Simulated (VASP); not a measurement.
# Sc (P6_3/mmc) in VASP: a series of runs

The runs below take Sc through single point, relaxation of cell and atoms, with PBE.

Everything below comes from runs of VASP 6.6.1. Logs are shortened: lines on timing, memory, paths and dates and some standing lists are left out, and cuts for length are marked.

### Step 1. The cell of the first run

It takes space group P6_3/mmc (No. 194, hexagonal). The conventional cell has a = 3.318 Å, b = 3.318 Å, c = 5.166 Å, α = 90.00°, β = 90.00°, γ = 120.00°. Sc (site symmetry -6m2) has 12 Sc at 3.22 to 3.32 Å within 4.2 Å.

### Step 2. Single point, PBE

INCAR

```
SYSTEM = Sc
  PREC = Accurate
  ENCUT = 520
  EDIFF = 1E-6
  ISMEAR = 0
  SIGMA = 0.05
  LREAL = .False.
  LASPH = .True.
  NELM = 100
  ALGO = Normal
  ISIF = 2
  LWAVE = .False.
  LCHARG = .True.
  GGA = PE
  LELF = .True.
  LVHAR = .True.
  NBANDS = 18
```

KPOINTS

```
regular mesh
0
Gamma
  16 16 8
  0 0 0
```

POSCAR

```
Sc
1.0
    3.3176230043      0.0000000000      0.0000000000
   -1.6588115021      2.8731458019      0.0000000000
    0.0000000000      0.0000000000      5.1656421988
Sc
2
Direct
    0.3333333333      0.6666666667      0.2500000000
    0.6666666667      0.3333333333      0.7500000000
```

Potentials or basis: VASP PAW PBE potentials, release 64 (Sc_sv).

The run is started by

```console
> cat potpaw_PBE.64/Sc_sv/POTCAR > POTCAR
> mpirun -np 1 vasp_std > vasp.out
```

OUTCAR:

```text
SYSTEM = Sc
   PREC = Accurate
   ENCUT = 520
   EDIFF = 1E-6
   ISMEAR = 0
   LREAL = .False.
   LASPH = .True.
   NELM = 100
   ISIF = 2
   GGA = PE

 ion  position               nearest neighbor table
   1  0.333  0.667  0.250-   2 3.22   2 3.22   2 3.22   2 3.22   2 3.22   2 3.22
   2  0.667  0.333  0.750-   1 3.22   1 3.22   1 3.22   1 3.22   1 3.22   1 3.22

  LATTYP: Found a hexagonal cell.
 ALAT       =     3.3176230043
 C/A-ratio  =     1.5570311009

  Lattice vectors:

 A1 = (   3.3176230043,   0.0000000000,   0.0000000000)
 A2 = (  -1.6588115021,   2.8731458019,   0.0000000000)
 A3 = (   0.0000000000,   0.0000000000,   5.1656421988)

Analysis of symmetry for initial positions (statically):
=====================================================================
 Subroutine PRICEL returns:
 Original cell was already a primitive cell.

 Routine SETGRP: Setting up the symmetry group for a
 hexagonal supercell.

 Subroutine GETGRP returns: Found 24 space group operations
 (whereof 12 operations were pure point group operations)
 out of a pool of 24 trial point group operations.

The static configuration has the point symmetry D_3d.
 The point group associated with its full space group is D_6h.

Analysis of symmetry for dynamics (positions and initial velocities):
=====================================================================
 Subroutine PRICEL returns:
 Original cell was already a primitive cell.

 Routine SETGRP: Setting up the symmetry group for a
 hexagonal supercell.

 Subroutine GETGRP returns: Found 24 space group operations
 (whereof 12 operations were pure point group operations)
 out of a pool of 24 trial point group operations.

The dynamic configuration has the point symmetry D_3d.
 The point group associated with its full space group is D_6h.

 Subroutine INISYM returns: Found 24 space group operations
 (whereof 12 operations are pure point group operations),
 and found     1 'primitive' translations

----------------------------------------------------------------------------------------

                                     Primitive cell

  volume of cell :      49.2390

  direct lattice vectors                    reciprocal lattice vectors
     3.317623004  0.000000000  0.000000000     0.301420625  0.174025279  0.000000000
    -1.658811502  2.873145802  0.000000000     0.000000000  0.348050558  0.000000000
     0.000000000  0.000000000  5.165642199     0.000000000  0.000000000  0.193586772

  length of vectors
     3.317623004  3.317623004  5.165642199     0.348050558  0.348050558  0.193586772

  position of ions in fractional coordinates (direct lattice)
     0.333333333  0.666666667  0.250000000
     0.666666667  0.333333333  0.750000000

  ion indices of the primitive-cell ions
   primitive index   ion index
                 1           1
                 2           2

----------------------------------------------------------------------------------------

 KPOINTS: regular mesh

Automatic generation of k-mesh.
 Grid dimensions read from file:
 generate k-points for:   16   16    8

 Generating k-lattice:

  Cartesian coordinates                     Fractional coordinates (reciprocal lattice)
     0.018838789  0.010876580  0.000000000     0.062500000  0.000000000  0.000000000
     0.000000000  0.021753160  0.000000000     0.000000000  0.062500000  0.000000000
     0.000000000  0.000000000  0.024198347     0.000000000  0.000000000  0.125000000

  Length of vectors
     0.021753160  0.021753160  0.024198347

  Shift w.r.t. Gamma in fractional coordinates (k-lattice)
     0.000000000  0.000000000  0.000000000

 Subroutine IBZKPT returns following result:
 ===========================================

 Found    150 irreducible k-points:

 Following reciprocal coordinates:
            Coordinates               Weight
  0.000000  0.000000  0.000000      1.000000
  0.062500  0.000000  0.000000      6.000000
  0.125000  0.000000  0.000000      6.000000
  0.187500  0.000000  0.000000      6.000000
  0.250000  0.000000  0.000000      6.000000
  0.312500 -0.000000  0.000000      6.000000
[... 16 lines left out ...]
  0.187500  0.187500  0.000000      6.000000
  0.250000  0.187500  0.000000     12.000000
 [... further k-points ...]
   k-points           NKPTS =    150   k-points in BZ     NKDIM =    150   number of bands    NBANDS=     18
   number of dos      NEDOS =    301   number of ions     NIONS =      2
   total plane-waves  NPLWV =  31360
   dimension x,y,z NGX =    28 NGY =   28 NGZ =   40
   dimension x,y,z NGXF=    56 NGYF=   56 NGZF=   80
   ions per type =               2
   NGX,Y,Z   is equivalent  to a cutoff of  14.03, 14.03, 12.87 a.u.
   NGXF,Y,Z  is equivalent  to a cutoff of  28.06, 28.06, 25.75 a.u.
 SYSTEM =  Sc
   PREC   = accura    normal or accurate (medium, high low for compatibility)
   ISTART =      0    job   : 0-new  1-cont  2-samecut
   ICHARG =      2    charge: 1-file 2-atom 10-const
   ISPIN  =      1    spin polarized calculation?
   LNONCOLLINEAR =      F non collinear calculations
   LSORBIT =      F    spin-orbit coupling
   LASPH  =      T    aspherical Exc in radial PAW
   ENCUT  =  520.0 eV  38.22 Ry    6.18 a.u.   6.17  6.17  9.60*2*pi/ulx,y,z
   NELM   =    100;   NELMIN=  2; NELMDL= -5     # of ELM steps
   EDIFF  = 0.1E-05   stopping-criterion for ELM
   LREAL  =      F    real-space projection
   EDIFFG = 0.1E-04   stopping-criterion for IOM
   NSW    =      0    number of steps for IOM
   IBRION =     -1    ionic relax: 0-MD 1-quasi-New 2-CG
   NFREE  =      0    steps in history (QN), initial steepest desc. (CG)
   ISIF   =      2    stress and relaxation
   ISYM   =      2    0-nonsym 1-usesym 2-fastsym
   POTIM  = 0.5000    time-step for ionic-motion
   TEBEG  =    0.0;   TEEND  =   0.0 temperature during run
   PSTRESS=    0.0 pullay stress
   NELECT =      22.0000    total number of electrons
   NUPDOWN=      -1.0000    fix difference up-down
   EMIN   =  10.00;   EMAX   =-10.00  energy-range for DOS
   EFERMI =   0.00;   METHOD = LEGACY
   ISMEAR =     0;   SIGMA  =   0.05  broadening in eV -4-tet -1-fermi 0-gaus
   EFERMI_NEDOS =   21; number of points for ismear=-14 and -15
   IALGO  =     38    algorithm
   IMIX   =      4    mixing-type and parameters
     AMIX     =   0.40;   BMIX     =  1.00
     AMIX_MAG =   1.60;   BMIX_MAG =  1.00
  volume/ion in A,a.u.               =      24.62       166.14
  Fermi-wavevector in a.u.,A,eV,Ry     =   1.251544  2.365075 21.311647  1.566362
  Thomas-Fermi vector in A             =   2.385486
   LORBIT       =      0    0 simple, 1 ext, 2 COOP (PROOUT), +10 PAW based schemes
   GGA     = PE    functional components
   LHFCALC =     F    Hartree Fock is set to
   AEXX    =    0.0000 exact exchange contribution
   IVDW    =     0    specifies the selected vdW correction
   LEPSILON=     F    determine dielectric tensor
   LRPA    =     F    only Hartree local field effects (RPA)
 non-spin polarized calculation
 Gauss-broadening in eV      SIGMA  =   0.05
  energy-cutoff  :      520.00
  volume of cell :       49.24
 maximum number of plane-waves:      1345
 NGX is ok and might be reduce to    28
   NGX = 13   NGY = 13   NGZ = 19

 number of electron      21.9999995 magnetization

 Free energy of the ion-electron system (eV)
  ---------------------------------------------------
  ext. energy  EPLUGINS =         0.00000000
  ---------------------------------------------------
  free energy    TOTEN  =       -12.50029718 eV

  energy without entropy =      -12.49526825  energy(sigma->0) =      -12.49778271

 E-fermi :   3.6849     XC(G=0):  -9.8816

 val. band max:        3.6747091930   @ k =   0.1875   0.0625   0.2500
 cond. band min:       3.6917644425   @ k =   0.1875   0.1875   0.0000
 fundamental gap:      0.0170552495
 Fermi energy:         3.6849270317

 k-point     1 :       0.0000    0.0000    0.0000
  band No.  band energies     occupation
      1     -45.7288      2.00000
      2     -45.6574      2.00000
      3     -24.5574      2.00000
      4     -24.2178      2.00000
      5     -24.2178      2.00000
      6     -24.1509      2.00000
[... 10 lines left out ...]
     17       5.9976      0.00000
     18       5.9976      0.00000

 k-point     2 :       0.0625    0.0000    0.0000
  band No.  band energies     occupation
      1     -45.7270      2.00000
      2     -45.6568      2.00000
      3     -24.5523      2.00000
      4     -24.2275      2.00000
      5     -24.2212      2.00000
      6     -24.1612      2.00000
[... 10 lines left out ...]
     17       5.9266      0.00000
     18       5.9441      0.00000

 k-point     3 :       0.1250    0.0000    0.0000
  band No.  band energies     occupation
      1     -45.7217      2.00000
      2     -45.6551      2.00000
      3     -24.5373      2.00000
      4     -24.2554      2.00000
      5     -24.2308      2.00000
      6     -24.1902      2.00000
[... 10 lines left out ...]
     17       5.8665      0.00000
     18       5.9431      0.00000

 k-point     4 :       0.1875    0.0000    0.0000
  band No.  band energies     occupation
      1     -45.7136      2.00000
      2     -45.6528      2.00000
      3     -24.5137      2.00000
      4     -24.2974      2.00000
      5     -24.2447      2.00000
      6     -24.2327      2.00000
[... 375 lines left out ...]
      4     -24.3934      2.00000
      5     -24.3620      2.00000
      6     -24.3199      2.00000
[... 10 lines left out ...]
     17       7.4643      0.00000
     18       7.6533      0.00000

 k-point    23 :       0.1875    0.1875    0.0000
  band No.  band energies     occupation
      1     -45.6904      2.00000
      2     -45.6485      2.00000
      3     -24.4405      2.00000
      4     -24.3689      2.00000
      5     -24.3671      2.00000
      6     -24.2673      2.00000
[... 10 lines left out ...]
     17       6.8059      0.00000
     18       7.1878      0.00000

 k-point    24 :       0.2500    0.1875    0.0000
  band No.  band energies     occupation
      1     -45.6810      2.00000
      2     -45.6482      2.00000
      3     -24.4087      2.00000
      4     -24.4073      2.00000
      5     -24.3806      2.00000
      6     -24.2917      2.00000
[... 10 lines left out ...]
     17       7.1778      0.00000
     18       7.5855      0.00000

 [... further k-points ...]

------------------------ aborting loop because EDIFF is reached ----------------------------------------

  FORCE on cell =-STRESS in cart. coord.  units (eV):
  Direction    XX          YY          ZZ          XY          YZ          ZX
  --------------------------------------------------------------------------------------
  -------------------------------------------------------------------------------------
  Total        0.0068102      0.0068102      0.0082621      0.0000000      0.0000000     -0.0000000
  in kB        0.2215971      0.2215971      0.2688376      0.0000000      0.0000000     -0.0000000
  external PRESSURE =       0.2373440 kB  Pullay stress =       0.0000000 kB

 VOLUME and BASIS-vectors are now :
 -----------------------------------------------------------------------------
  energy-cutoff  :      520.00
  volume of cell :       49.24
      direct lattice vectors                 reciprocal lattice vectors
     3.317623004  0.000000000  0.000000000     0.301420625  0.174025279  0.000000000
    -1.658811502  2.873145802  0.000000000     0.000000000  0.348050558  0.000000000
     0.000000000  0.000000000  5.165642199     0.000000000  0.000000000  0.193586772

 POSITION                                       TOTAL-FORCE (eV/Angst)
 -----------------------------------------------------------------------------------
     -0.00000      1.91543      1.29141        -0.000000      0.000000      0.000000
      1.65881      0.95772      3.87423         0.000000     -0.000000      0.000000
 -----------------------------------------------------------------------------------
    total drift:                               -0.000000      0.000000     -0.000000

  FREE ENERGIE OF THE ION-ELECTRON SYSTEM (eV)
  ---------------------------------------------------
  free  energy   TOTEN  =       -12.5002971834 eV

  energy  without entropy=      -12.4952682451  energy(sigma->0) =      -12.49778271
```

It took 1.8 min on 1 thread of Oxide Virtual Turin-like, shared host; peak memory 0.22 GiB.

Results:

| Property | Result |
| --- | --- |
| Free energy | -12.5003 eV |
| Pressure | 0.0 GPa |
| Band gap on the k mesh | zero (bands 11 and 12 overlap by 1.49 eV) |

(Part 1 of 2 ends here.)
